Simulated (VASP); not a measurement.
# WC (P-6m2) in VASP: a series of runs

The runs below take WC through single point, with B3LYP, revPBE.

Everything below comes from runs of VASP 6.6.1. Logs are shortened: lines on timing, memory, paths and dates and some standing lists are left out, and cuts for length are marked.

## (1) The cell of the first run

Symmetry: P-6m2, No. 187, hexagonal system. Conventional cell: a = 2.945 Å, b = 2.945 Å, c = 2.874 Å, α = 90.00°, β = 90.00°, γ = 120.00°. W (site symmetry -6m2) has 6 C at 2.23 Å and 8 W at 2.87 to 2.94 Å within 3.0 Å. C (site symmetry -6m2) has 6 W at 2.23 Å and 8 C at 2.87 to 2.94 Å within 3.0 Å.

## (2) Single point, B3LYP

The input, POSCAR:

```
WC
1.0
    2.9447478072      0.0000000000      0.0000000000
   -1.4723739036      2.5502264088      0.0000000000
    0.0000000000      0.0000000000      2.8739279649
W C
1 1
Direct
    0.0000000000      0.0000000000      0.0000000000
    0.6666666667      0.3333333333      0.5000000000
```

The input, INCAR.step1:

```
SYSTEM = WC
PREC = Accurate
ENCUT = 520
EDIFF = 1E-5
ISMEAR = -1
SIGMA = 0.05
LREAL = .False.
LASPH = .True.
NELM = 60
ALGO = Normal
ISIF = 2
LWAVE = .True.
LCHARG = .False.
NBANDS = 16
GGA = PE
```

The input, INCAR.step2:

```
SYSTEM = WC
PREC = Accurate
ENCUT = 520
EDIFF = 1E-6
ISMEAR = -1
SIGMA = 0.05
LREAL = .False.
LASPH = .True.
NELM = 60
ALGO = Normal
ISIF = 2
LWAVE = .False.
LCHARG = .False.
GGA = B3
LHFCALC = .True.
AEXX = 0.2
AGGAX = 0.72
AGGAC = 0.81
ALDAC = 0.19
PRECFOCK = Normal
NBANDS = 16
ISTART = 1
```

The input, KPOINTS:

```
regular mesh
0
Gamma
  5 5 5
  0 0 0
```

Potentials or basis: VASP PAW PBE potentials, release 64 (W_sv, C).

Launch:

```sh
$ cat potpaw_PBE.64/W_sv/POTCAR potpaw_PBE.64/C/POTCAR > POTCAR
$ cp INCAR.step1 INCAR
$ mpirun -np 1 vasp_std > vasp.out
$ cp INCAR.step2 INCAR
$ mpirun -np 1 vasp_std > vasp.out
```

OUTCAR:

```text
SYSTEM = WC
   PREC = Accurate
   ENCUT = 520
   EDIFF = 1E-6
   ISMEAR = -1
   LREAL = .False.
   LASPH = .True.
   NELM = 60
   ISIF = 2
   GGA = B3
   LHFCALC = .True.
   AEXX = 0.2
   PRECFOCK = Normal
   ISTART = 1

 ion  position               nearest neighbor table
   1  0.000  0.000  0.000-   2 2.23   2 2.23   2 2.23   2 2.23   2 2.23   2 2.23
   2  0.667  0.333  0.500-   1 2.23   1 2.23   1 2.23   1 2.23   1 2.23   1 2.23

  LATTYP: Found a hexagonal cell.
 ALAT       =     2.9447478072
 C/A-ratio  =     0.9759504559

  Lattice vectors:

 A1 = (   2.9447478072,   0.0000000000,   0.0000000000)
 A2 = (  -1.4723739036,   2.5502264088,   0.0000000000)
 A3 = (   0.0000000000,   0.0000000000,   2.8739279649)

Analysis of symmetry for initial positions (statically):
=====================================================================
 Subroutine PRICEL returns:
 Original cell was already a primitive cell.

 Routine SETGRP: Setting up the symmetry group for a
 hexagonal supercell.

 Subroutine GETGRP returns: Found 12 space group operations
 (whereof 12 operations were pure point group operations)
 out of a pool of 24 trial point group operations.

The static configuration has the point symmetry D_3h.

Analysis of symmetry for dynamics (positions and initial velocities):
=====================================================================
 Subroutine PRICEL returns:
 Original cell was already a primitive cell.

 Routine SETGRP: Setting up the symmetry group for a
 hexagonal supercell.

 Subroutine GETGRP returns: Found 12 space group operations
 (whereof 12 operations were pure point group operations)
 out of a pool of 24 trial point group operations.

The dynamic configuration has the point symmetry D_3h.

 Subroutine INISYM returns: Found 12 space group operations
 (whereof 12 operations are pure point group operations),
 and found     1 'primitive' translations

----------------------------------------------------------------------------------------

                                     Primitive cell

  volume of cell :      21.5825

  direct lattice vectors                    reciprocal lattice vectors
     2.944747807  0.000000000  0.000000000     0.339587654  0.196061024  0.000000000
    -1.472373904  2.550226409  0.000000000     0.000000000  0.392122047  0.000000000
     0.000000000  0.000000000  2.873927965     0.000000000  0.000000000  0.347955833

  length of vectors
     2.944747807  2.944747807  2.873927965     0.392122047  0.392122047  0.347955833

  position of ions in fractional coordinates (direct lattice)
     0.000000000  0.000000000  0.000000000
     0.666666667  0.333333333  0.500000000

  ion indices of the primitive-cell ions
   primitive index   ion index
                 1           1
                 2           2

----------------------------------------------------------------------------------------

 KPOINTS: regular mesh

Automatic generation of k-mesh.
 Grid dimensions read from file:
 generate k-points for:    5    5    5

 Generating k-lattice:

  Cartesian coordinates                     Fractional coordinates (reciprocal lattice)
     0.067917531  0.039212205  0.000000000     0.200000000  0.000000000  0.000000000
     0.000000000  0.078424409  0.000000000     0.000000000  0.200000000  0.000000000
     0.000000000  0.000000000  0.069591167     0.000000000  0.000000000  0.200000000

  Length of vectors
     0.078424409  0.078424409  0.069591167

  Shift w.r.t. Gamma in fractional coordinates (k-lattice)
     0.000000000  0.000000000  0.000000000

 Subroutine IBZKPT returns following result:
 ===========================================

 Found     15 irreducible k-points:

 Following reciprocal coordinates:
            Coordinates               Weight
  0.000000  0.000000  0.000000      1.000000
  0.200000  0.000000  0.000000      6.000000
  0.400000 -0.000000  0.000000      6.000000
  0.200000  0.200000  0.000000      6.000000
  0.400000  0.200000  0.000000      6.000000
  0.000000  0.000000  0.200000      2.000000
  0.200000  0.000000  0.200000     12.000000
  0.400000 -0.000000  0.200000     12.000000
  0.200000  0.200000  0.200000     12.000000
  0.400000  0.200000  0.200000     12.000000
  0.000000  0.000000  0.400000      2.000000
  0.200000  0.000000  0.400000     12.000000
  0.400000 -0.000000  0.400000     12.000000
  0.200000  0.200000  0.400000     12.000000
  0.400000  0.200000  0.400000     12.000000
   k-points           NKPTS =     15   k-points in BZ     NKDIM =    125   number of bands    NBANDS=     16
   number of dos      NEDOS =    301   number of ions     NIONS =      2
   total plane-waves  NPLWV =  13824
   dimension x,y,z NGX =    24 NGY =   24 NGZ =   24
   dimension x,y,z NGXF=    48 NGYF=   48 NGZF=   48
   ions per type =               1   1
   NGX,Y,Z   is equivalent  to a cutoff of  13.55, 13.55, 13.88 a.u.
   NGXF,Y,Z  is equivalent  to a cutoff of  27.10, 27.10, 27.77 a.u.
 SYSTEM =  WC
   PREC   = accura    normal or accurate (medium, high low for compatibility)
   ISTART =      1    job   : 0-new  1-cont  2-samecut
   ICHARG =      0    charge: 1-file 2-atom 10-const
   ISPIN  =      1    spin polarized calculation?
   LNONCOLLINEAR =      F non collinear calculations
   LSORBIT =      F    spin-orbit coupling
   LASPH  =      T    aspherical Exc in radial PAW
   ENCUT  =  520.0 eV  38.22 Ry    6.18 a.u.   5.48  5.48  5.34*2*pi/ulx,y,z
   NELM   =     60;   NELMIN=  2; NELMDL=  0     # of ELM steps
   EDIFF  = 0.1E-05   stopping-criterion for ELM
   LREAL  =      F    real-space projection
   EDIFFG = 0.1E-04   stopping-criterion for IOM
   NSW    =      0    number of steps for IOM
   IBRION =     -1    ionic relax: 0-MD 1-quasi-New 2-CG
   NFREE  =      0    steps in history (QN), initial steepest desc. (CG)
   ISIF   =      2    stress and relaxation
   ISYM   =      3    0-nonsym 1-usesym 2-fastsym
   POTIM  = 0.5000    time-step for ionic-motion
   TEBEG  =    0.0;   TEEND  =   0.0 temperature during run
   PSTRESS=    0.0 pullay stress
   NELECT =      18.0000    total number of electrons
   NUPDOWN=      -1.0000    fix difference up-down
   EMIN   =  10.00;   EMAX   =-10.00  energy-range for DOS
   EFERMI =   0.00;   METHOD = LEGACY
   ISMEAR =    -1;   SIGMA  =   0.05  broadening in eV -4-tet -1-fermi 0-gaus
   EFERMI_NEDOS =   21; number of points for ismear=-14 and -15
   IALGO  =     38    algorithm
   IMIX   =      1    mixing-type and parameters
     AMIX     =   0.40;   BMIX     =  1.00
     AMIX_MAG =   1.60;   BMIX_MAG =  1.00
  volume/ion in A,a.u.               =      10.79        72.82
  Fermi-wavevector in a.u.,A,eV,Ry     =   1.540984  2.912037 32.308820  2.374631
  Thomas-Fermi vector in A             =   2.646994
   LORBIT       =      0    0 simple, 1 ext, 2 COOP (PROOUT), +10 PAW based schemes
   GGA     = B3    functional components
   LHFCALC =     T    Hartree Fock is set to
   PRECFOCK=normal    Normal, Fast or Accurate (Low or Medium for compatibility)
   ENCUT4O =  -1.0   cutoff for four orbital integrals eV
   NKREDX  =     1    reduce k-point grid by
   NKREDY  =     1    reduce k-point grid by
   NKREDZ  =     1    reduce k-point grid by
   AEXX    =    0.2000 exact exchange contribution
   HFSCREEN=    0.0000 screening length (either q_TF or 0.3 A-1)
   HFSCREENC=   0.0000 screening length for correlation (either q_TF or 0.3 A-1)
   ENCUTFOCK=  -1.0 apply spherical cutoff to Coloumb kernel
   IVDW    =     0    specifies the selected vdW correction
   LEPSILON=     F    determine dielectric tensor
   LRPA    =     F    only Hartree local field effects (RPA)
 non-spin polarized calculation
  energy-cutoff  :      520.00
  volume of cell :       21.58
 maximum number of plane-waves:       599
 NGX is ok and might be reduce to    24
  NGX = 18; NGY = 18; NGZ = 18

 number of electron      18.0000000 magnetization

 Free energy of the ion-electron system (eV)
  ---------------------------------------------------
  ext. energy  EPLUGINS =         0.00000000
  ---------------------------------------------------
  free energy    TOTEN  =       -24.49721544 eV

  energy without entropy =      -24.49721412  energy(sigma->0) =      -24.49721478

 E-fermi :  10.9132     XC(G=0): -10.7696

 val. band max:       10.3844341263   @ k =   0.0000   0.0000   0.0000
 cond. band min:      11.4274948252   @ k =   0.0000   0.0000   0.2000
 fundamental gap:      1.0430606988
 Fermi energy:        10.9131996632

 k-point     1 :       0.0000    0.0000    0.0000
  band No.  band energies     occupation
      1     -66.8395      2.00000
      2     -29.8314      2.00000
      3     -29.7099      2.00000
      4     -29.7099      2.00000
      5      -5.1255      2.00000
      6       5.7939      2.00000
[... 8 lines left out ...]
     15      26.1552      0.00000
     16      28.5138      0.00000

 k-point     2 :       0.2000    0.0000    0.0000
  band No.  band energies     occupation
      1     -66.8197      2.00000
      2     -29.9999      2.00000
      3     -29.7909      2.00000
      4     -29.7770      2.00000
      5      -4.1353      2.00000
      6       4.9957      2.00000
[... 8 lines left out ...]
     15      25.5715      0.00000
     16      30.2852      0.00000

 k-point     3 :       0.4000   -0.0000    0.0000
  band No.  band energies     occupation
      1     -66.7877      2.00000
      2     -30.4447      2.00000
      3     -29.8843      2.00000
      4     -29.7261      2.00000
      5      -2.1740      2.00000
      6       3.1444      2.00000
[... 8 lines left out ...]
     15      25.5691      0.00000
     16      28.9716      0.00000
[... 191 lines left out ...]
 k-point    14 :       0.2000    0.2000    0.4000
  band No.  band energies     occupation
      1     -66.7585      2.00000
      2     -30.3629      2.00000
      3     -30.1981      2.00000
      4     -29.8643      2.00000
      5      -1.7136      2.00000
      6       3.8995      2.00000
[... 8 lines left out ...]
     15      25.5324      0.00000
     16      27.7058      0.00000

 k-point    15 :       0.4000    0.2000    0.4000
  band No.  band energies     occupation
      1     -66.7425      2.00000
      2     -30.3283      2.00000
      3     -30.3178      2.00000
      4     -29.9954      2.00000
      5      -1.6416      2.00000
      6       3.3797      2.00000
[... 8 lines left out ...]
     15      24.3186      0.00000
     16      25.6651      0.00000

------------------------ aborting loop because EDIFF is reached ----------------------------------------

  FORCE on cell =-STRESS in cart. coord.  units (eV):
  Direction    XX          YY          ZZ          XY          YZ          ZX
  --------------------------------------------------------------------------------------
  -------------------------------------------------------------------------------------
  Total       -0.4145638     -0.4145638     -1.3644878      0.0000000     -0.0000000      0.0000000
  in kB      -30.7750842    -30.7750842   -101.2925535      0.0000000     -0.0000000      0.0000000
  external PRESSURE =     -54.2809073 kB  Pullay stress =       0.0000000 kB

 VOLUME and BASIS-vectors are now :
 -----------------------------------------------------------------------------
  energy-cutoff  :      520.00
  volume of cell :       21.58
      direct lattice vectors                 reciprocal lattice vectors
     2.944747807  0.000000000  0.000000000     0.339587654  0.196061024  0.000000000
    -1.472373904  2.550226409  0.000000000     0.000000000  0.392122047  0.000000000
     0.000000000  0.000000000  2.873927965     0.000000000  0.000000000  0.347955833

 POSITION                                       TOTAL-FORCE (eV/Angst)
 -----------------------------------------------------------------------------------
      0.00000      0.00000      0.00000         0.000000      0.000000      0.000000
      1.47237      0.85008      1.43696        -0.000000      0.000000      0.000000
 -----------------------------------------------------------------------------------
    total drift:                               -0.000001     -0.000005      0.000000

  FREE ENERGIE OF THE ION-ELECTRON SYSTEM (eV)
  ---------------------------------------------------
  free  energy   TOTEN  =       -24.4972154413 eV

  energy  without entropy=      -24.4972141170  energy(sigma->0) =      -24.49721478
```

Wall time 21 min (1 thread of Intel Xeon 8259CL, shared host); peak memory 0.16 GiB.

Results:

* Free energy: -24.4972 eV
* Pressure: -5.4 GPa
* Band gap on the k mesh: zero (bands 9 and 10 overlap by 1.41 eV)

Caveat: the k points lie up to 0.49 Å⁻¹ apart, too coarse for converged energies and pressures of a metal; the PAW data sets were made with another functional, which shifts forces and pressure a little; spin-orbit coupling is left out, which moves the levels of the heavy elements.

(Continued in part 2 of 2.)

The gap in the log of VASP goes by the Fermi energy; the results here count the filled bands.